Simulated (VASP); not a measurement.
# Sr (Immm) in VASP: a series of runs

Sr is run at these levels: PBEsol; tasks: single point.

All numbers are computed with VASP 6.6.1; they aren't measurements. Logs are shortened: lines on timing, memory, paths and dates and some standing lists are left out, and cuts for length are marked.

### 1 The cell of the first run

It takes space group Immm (No. 71, orthorhombic). The conventional cell has a = 4.260 Å, b = 4.346 Å, c = 6.085 Å, α = 90.00°, β = 90.00°, γ = 90.00°. Within 5.6 Å of Sr (site symmetry mmm) lie 12 Sr at 4.26 to 4.35 Å.

### 2 Single point, PBEsol (strain -0.0200 x Voigt [0, 0, 0, 0, 1, 0])

Contents of INCAR:

```
SYSTEM = Sr
PREC = Accurate ; ENCUT = 520
EDIFF = 1E-6 ; ISMEAR = 0
SIGMA = 0.03 ; LREAL = .False.
LASPH = .True. ; NELM = 100
ALGO = Fast ; ISIF = 2
LWAVE = .False. ; LCHARG = .False.
GGA = PS ; NBANDS = 11
```

Contents of KPOINTS:

```
regular mesh
0
Gamma
  10 10 10
  0 0 0
```

Contents of POSCAR:

```
Sr
1.0
   -0.0304235000      3.0423500000      3.0423500000
    3.0119265000      0.0000000000      3.0119265000
    3.0423500000      3.0423500000     -0.0304235000
Sr
1
Direct
    0.0000000000      0.0000000000      0.0000000000
```

Potentials or basis: VASP PAW PBE potentials, release 64 (Sr_sv).

Launch:

```
$ cat potpaw_PBE.64/Sr_sv/POTCAR > POTCAR
$ mpirun -np 1 vasp_std > vasp.out
```

OUTCAR:

```text
SYSTEM = Sr
   PREC = Accurate
   ENCUT = 520
   EDIFF = 1E-6
   ISMEAR = 0
   LREAL = .False.
   LASPH = .True.
   NELM = 100
   ISIF = 2
   GGA = PS

 ion  position               nearest neighbor table
   1  0.000  0.000  0.000-

  LATTYP: Found a body centered orthorhombic cell.
 ALAT       =     4.2595073052
 B/A-ratio  =     1.0202020202
 C/A-ratio  =     1.4284985479

  Lattice vectors:

 A1 = (   3.0423500000,  -3.0423500000,  -0.0304235000)
 A2 = (  -3.0423500000,  -3.0423500000,   0.0304235000)
 A3 = (   0.0304235000,   3.0423500000,  -3.0423500000)

Analysis of symmetry for initial positions (statically):
=====================================================================
 Subroutine PRICEL returns:
 Original cell was already a primitive cell.

 Routine SETGRP: Setting up the symmetry group for a
 body centered orthorhombic supercell.

 Subroutine GETGRP returns: Found  8 space group operations
 (whereof  8 operations were pure point group operations)
 out of a pool of  8 trial point group operations.

The static configuration has the point symmetry D_2h.

Analysis of symmetry for dynamics (positions and initial velocities):
=====================================================================
 Subroutine PRICEL returns:
 Original cell was already a primitive cell.

 Routine SETGRP: Setting up the symmetry group for a
 body centered orthorhombic supercell.

 Subroutine GETGRP returns: Found  8 space group operations
 (whereof  8 operations were pure point group operations)
 out of a pool of  8 trial point group operations.

The dynamic configuration has the point symmetry D_2h.

 Subroutine INISYM returns: Found  8 space group operations
 (whereof  8 operations are pure point group operations),
 and found     1 'primitive' translations

----------------------------------------------------------------------------------------

                                     Primitive cell

  volume of cell :      56.3137

  direct lattice vectors                    reciprocal lattice vectors
    -0.030423500  3.042350000  3.042350000    -0.162719445  0.164346640  0.162719445
     3.011926500  0.000000000  3.011926500     0.166006707 -0.164346640  0.166006707
     3.042350000  3.042350000 -0.030423500     0.162719445  0.164346640 -0.162719445

  length of vectors
     4.302640193  4.259507305  4.302640193     0.282780929  0.286576816  0.282780929

  position of ions in fractional coordinates (direct lattice)
     0.000000000  0.000000000  0.000000000

  ion indices of the primitive-cell ions
   primitive index   ion index
                 1           1

----------------------------------------------------------------------------------------

 KPOINTS: regular mesh

Automatic generation of k-mesh.
 Grid dimensions read from file:
 generate k-points for:   10   10   10

 Generating k-lattice:

  Cartesian coordinates                     Fractional coordinates (reciprocal lattice)
    -0.016271945  0.016434664  0.016271945     0.100000000  0.000000000  0.000000000
     0.016600671 -0.016434664  0.016600671    -0.000000000  0.100000000 -0.000000000
     0.016271945  0.016434664 -0.016271945     0.000000000  0.000000000  0.100000000

  Length of vectors
     0.028278093  0.028657682  0.028278093

  Shift w.r.t. Gamma in fractional coordinates (k-lattice)
     0.000000000  0.000000000  0.000000000

 Subroutine IBZKPT returns following result:
 ===========================================

 Found    171 irreducible k-points:

 Following reciprocal coordinates:
            Coordinates               Weight
  0.000000  0.000000  0.000000      1.000000
  0.100000  0.000000 -0.000000      4.000000
  0.200000  0.000000 -0.000000      4.000000
  0.300000  0.000000 -0.000000      4.000000
  0.400000  0.000000 -0.000000      4.000000
  0.500000  0.000000  0.000000      2.000000
[... 16 lines left out ...]
 -0.400000  0.200000  0.000000      8.000000
 -0.300000  0.200000  0.000000      8.000000
 [... further k-points ...]
   k-points           NKPTS =    171   k-points in BZ     NKDIM =    171   number of bands    NBANDS=     11
   number of dos      NEDOS =    301   number of ions     NIONS =      1
   total plane-waves  NPLWV =  32768
   dimension x,y,z NGX =    32 NGY =   32 NGZ =   32
   dimension x,y,z NGXF=    64 NGYF=   64 NGZF=   64
   ions per type =               1
   NGX,Y,Z   is equivalent  to a cutoff of  12.36, 12.49, 12.36 a.u.
   NGXF,Y,Z  is equivalent  to a cutoff of  24.73, 24.98, 24.73 a.u.
 SYSTEM =  Sr
   PREC   = accura    normal or accurate (medium, high low for compatibility)
   ISTART =      0    job   : 0-new  1-cont  2-samecut
   ICHARG =      2    charge: 1-file 2-atom 10-const
   ISPIN  =      1    spin polarized calculation?
   LNONCOLLINEAR =      F non collinear calculations
   LSORBIT =      F    spin-orbit coupling
   LASPH  =      T    aspherical Exc in radial PAW
   ENCUT  =  520.0 eV  38.22 Ry    6.18 a.u.   8.00  7.92  8.00*2*pi/ulx,y,z
   NELM   =    100;   NELMIN=  2; NELMDL= -5     # of ELM steps
   EDIFF  = 0.1E-05   stopping-criterion for ELM
   LREAL  =      F    real-space projection
   EDIFFG = 0.1E-04   stopping-criterion for IOM
   NSW    =      0    number of steps for IOM
   IBRION =     -1    ionic relax: 0-MD 1-quasi-New 2-CG
   NFREE  =      0    steps in history (QN), initial steepest desc. (CG)
   ISIF   =      2    stress and relaxation
   ISYM   =      2    0-nonsym 1-usesym 2-fastsym
   POTIM  = 0.5000    time-step for ionic-motion
   TEBEG  =    0.0;   TEEND  =   0.0 temperature during run
   PSTRESS=    0.0 pullay stress
   NELECT =      10.0000    total number of electrons
   NUPDOWN=      -1.0000    fix difference up-down
   EMIN   =  10.00;   EMAX   =-10.00  energy-range for DOS
   EFERMI =   0.00;   METHOD = LEGACY
   ISMEAR =     0;   SIGMA  =   0.03  broadening in eV -4-tet -1-fermi 0-gaus
   EFERMI_NEDOS =   21; number of points for ismear=-14 and -15
   IALGO  =     68    algorithm
   IMIX   =      4    mixing-type and parameters
     AMIX     =   0.40;   BMIX     =  1.00
     AMIX_MAG =   1.60;   BMIX_MAG =  1.00
  volume/ion in A,a.u.               =      56.31       380.02
  Fermi-wavevector in a.u.,A,eV,Ry     =   0.920174  1.738877 11.520337  0.846721
  Thomas-Fermi vector in A             =   2.045450
   LORBIT       =      0    0 simple, 1 ext, 2 COOP (PROOUT), +10 PAW based schemes
   GGA     = PS    functional components
   LHFCALC =     F    Hartree Fock is set to
   AEXX    =    0.0000 exact exchange contribution
   IVDW    =     0    specifies the selected vdW correction
   LEPSILON=     F    determine dielectric tensor
   LRPA    =     F    only Hartree local field effects (RPA)
 non-spin polarized calculation
 RMM-DIIS sequential band-by-band and
 Gauss-broadening in eV      SIGMA  =   0.03
  energy-cutoff  :      520.00
  volume of cell :       56.31
 maximum number of plane-waves:      1540
   NGX = 15   NGY = 15   NGZ = 15

 number of electron      10.0000000 magnetization

 Free energy of the ion-electron system (eV)
  ---------------------------------------------------
  ext. energy  EPLUGINS =         0.00000000
  ---------------------------------------------------
  free energy    TOTEN  =        -1.82497846 eV

  energy without entropy =       -1.82397766  energy(sigma->0) =       -1.82447806

 E-fermi :   1.4368     XC(G=0):  -7.3582

 val. band max:        1.4357604015   @ k =  -0.3000   0.4000   0.0000
 cond. band min:       1.4530055799   @ k =   0.5000  -0.2000   0.2000
 fundamental gap:      0.0172451784
 Fermi energy:         1.4368352273

 k-point     1 :       0.0000    0.0000    0.0000
  band No.  band energies     occupation
      1     -35.1678      2.00000
      2     -17.0740      2.00000
      3     -17.0723      2.00000
      4     -17.0715      2.00000
      5      -2.2050      2.00000
      6       3.6464      0.00000
      7       3.7191      0.00000
      8       3.8033      0.00000
      9       5.1623      0.00000
     10       5.1638      0.00000
     11       8.4564      0.00000

 k-point     2 :       0.1000    0.0000   -0.0000
  band No.  band energies     occupation
      1     -35.1667      2.00000
      2     -17.0892      2.00000
      3     -17.0764      2.00000
      4     -17.0742      2.00000
      5      -2.0501      2.00000
      6       3.4374      0.00000
      7       3.7599      0.00000
      8       3.8732      0.00000
      9       5.0774      0.00000
     10       5.0810      0.00000
     11       8.8433      0.00000

 k-point     3 :       0.2000    0.0000   -0.0000
  band No.  band energies     occupation
      1     -35.1637      2.00000
      2     -17.1343      2.00000
      3     -17.0827      2.00000
      4     -17.0798      2.00000
      5      -1.6061      2.00000
      6       2.9216      0.00000
      7       3.8399      0.00000
      8       3.9676      0.00000
      9       5.0230      0.00000
     10       5.0396      0.00000
     11       8.5409      0.00000

 k-point     4 :       0.3000    0.0000   -0.0000
  band No.  band energies     occupation
      1     -35.1600      2.00000
      2     -17.1892      2.00000
      3     -17.0905      2.00000
      4     -17.0867      2.00000
      5      -0.9392      2.00000
      6       2.3400      0.00000
      7       3.7487      0.00000
      8       3.8746      0.00000
      9       5.3237      0.00000
     10       5.3681      0.00000
     11       7.6987      0.00000
[... 239 lines left out ...]
 k-point    22 :       0.5000    0.2000   -0.0000
  band No.  band energies     occupation
      1     -35.1542      2.00000
      2     -17.2240      2.00000
      3     -17.1374      2.00000
      4     -17.1103      2.00000
      5       0.5280      2.00000
      6       1.6206      0.00000
      7       2.8944      0.00000
      8       4.0733      0.00000
      9       5.7571      0.00000
     10       6.1981      0.00000
     11       6.6197      0.00000

 k-point    23 :      -0.4000    0.2000    0.0000
  band No.  band energies     occupation
      1     -35.1539      2.00000
      2     -17.2257      2.00000
      3     -17.1460      2.00000
      4     -17.1054      2.00000
      5       0.7505      2.00000
      6       1.5007      0.00262
      7       2.8240      0.00000
      8       4.0113      0.00000
      9       5.7641      0.00000
     10       5.9623      0.00000
     11       6.8861      0.00000

 k-point    24 :      -0.3000    0.2000    0.0000
  band No.  band energies     occupation
      1     -35.1554      2.00000
      2     -17.2089      2.00000
      3     -17.1425      2.00000
      4     -17.0969      2.00000
      5       0.0605      2.00000
      6       2.0592      0.00000
      7       2.8468      0.00000
      8       4.0747      0.00000
      9       5.1097      0.00000
     10       6.3959      0.00000
     11       7.1694      0.00000

 [... further k-points ...]

------------------------ aborting loop because EDIFF is reached ----------------------------------------

  FORCE on cell =-STRESS in cart. coord.  units (eV):
  Direction    XX          YY          ZZ          XY          YZ          ZX
  --------------------------------------------------------------------------------------
  -------------------------------------------------------------------------------------
  Total       -0.3181327     -0.3035169     -0.3181327     -0.0000000     -0.0000000      0.0315521
  in kB       -9.0511718     -8.6353386     -9.0511718     -0.0000000     -0.0000000      0.8976856
  external PRESSURE =      -8.9125608 kB  Pullay stress =       0.0000000 kB

 VOLUME and BASIS-vectors are now :
 -----------------------------------------------------------------------------
  energy-cutoff  :      520.00
  volume of cell :       56.31
      direct lattice vectors                 reciprocal lattice vectors
    -0.030423500  3.042350000  3.042350000    -0.162719445  0.164346640  0.162719445
     3.011926500  0.000000000  3.011926500     0.166006707 -0.164346640  0.166006707
     3.042350000  3.042350000 -0.030423500     0.162719445  0.164346640 -0.162719445

 POSITION                                       TOTAL-FORCE (eV/Angst)
 -----------------------------------------------------------------------------------
      0.00000      0.00000      0.00000         0.000000      0.000000      0.000000
 -----------------------------------------------------------------------------------
    total drift:                                0.000000      0.000000      0.000000

  FREE ENERGIE OF THE ION-ELECTRON SYSTEM (eV)
  ---------------------------------------------------
  free  energy   TOTEN  =        -1.8249784551 eV

  energy  without entropy=       -1.8239776583  energy(sigma->0) =       -1.82447806
```

Run time: 29 s. Hardware: 1 thread of Intel Xeon 6975P-C (Granite Rapids), shared host; peak memory 0.25 GiB.

What came out:

* Free energy: -1.8250 eV
* Pressure: -0.9 GPa
* Band gap on the k mesh: zero (bands 5 and 6 overlap by 0.09 eV)

Caveat: the cell differs from its parent crystal (strain -0.0200 x Voigt [0, 0, 0, 0, 1, 0]); the PAW data sets were made with another functional, which shifts forces and pressure a little.

### 3 Single point, PBEsol (strain +0.0150 x Voigt [0, 0, 0, 0, 1, 0])

Contents of INCAR:

```
PREC = Accurate
ENCUT = 520
EDIFF = 1E-6
ISMEAR = 0
SIGMA = 0.03
LREAL = False
LASPH = True
NELM = 100
ALGO = Normal
ISIF = 2
LWAVE = False
LCHARG = False
GGA = PS
NBANDS = 11
```

Contents of KPOINTS:

```
regular mesh
0
Gamma
  10 10 10
```

Contents of POSCAR:

```
Sr
1.0
    0.0228176250      3.0423500000      3.0423500000
    3.0651676250      0.0000000000      3.0651676250
    3.0423500000      3.0423500000      0.0228176250
Sr
1
Direct
    0.0000000000      0.0000000000      0.0000000000
```

Potentials or basis: VASP PAW PBE potentials, release 64 (Sr_sv).

Launch:

```
$ cat potpaw_PBE.64/Sr_sv/POTCAR > POTCAR
$ mpirun -np 1 vasp_std > vasp.out
```

Run time: 22 s. Hardware: 1 thread of Intel Xeon 6975P-C (Granite Rapids), shared host; peak memory 0.25 GiB.

Results (log left out):

```
Free energy            : -1.8251 eV
Pressure               : -0.9 GPa
Band gap on the k mesh : zero (bands 5 and 6 overlap by 0.08 eV)
```

Stress tensor (GPa, compression positive):
```
-0.91  0.00 -0.06
 0.00 -0.87  0.00
-0.06  0.00 -0.91
```

Levels at points of the mesh, in eV from the Fermi level:
| k point | band 2 | band 3 | band 4 | band 5 | band 6 | band 7 | band 8 | band 9 |
| --- | --- | --- | --- | --- | --- | --- | --- | --- |
| (0.00, 0.00, 0.00) | -18.51 | -18.51 | -18.51 | -3.64 | 2.23 | 2.29 | 2.35 | 3.73 |
| (0.50, 0.00, 0.00) | -18.69 | -18.54 | -18.53 | -1.12 | 0.06 | 2.08 | 2.17 | 4.73 |
| (0.00, 0.50, 0.00) | -18.69 | -18.53 | -18.53 | -1.17 | 0.00 | 2.11 | 2.20 | 4.70 |
| (0.50, 0.50, 0.00) | -18.68 | -18.57 | -18.57 | -0.64 | 0.34 | 0.99 | 4.75 | 5.04 |
| (0.50, 0.00, 0.50) | -18.68 | -18.58 | -18.57 | -0.64 | 0.34 | 0.98 | 4.75 | 5.04 |

Caveat: the cell differs from its parent crystal (strain +0.0150 x Voigt [0, 0, 0, 0, 1, 0]); the PAW data sets were made with another functional, which shifts forces and pressure a little.

(Part 1 of 2 ends here.)
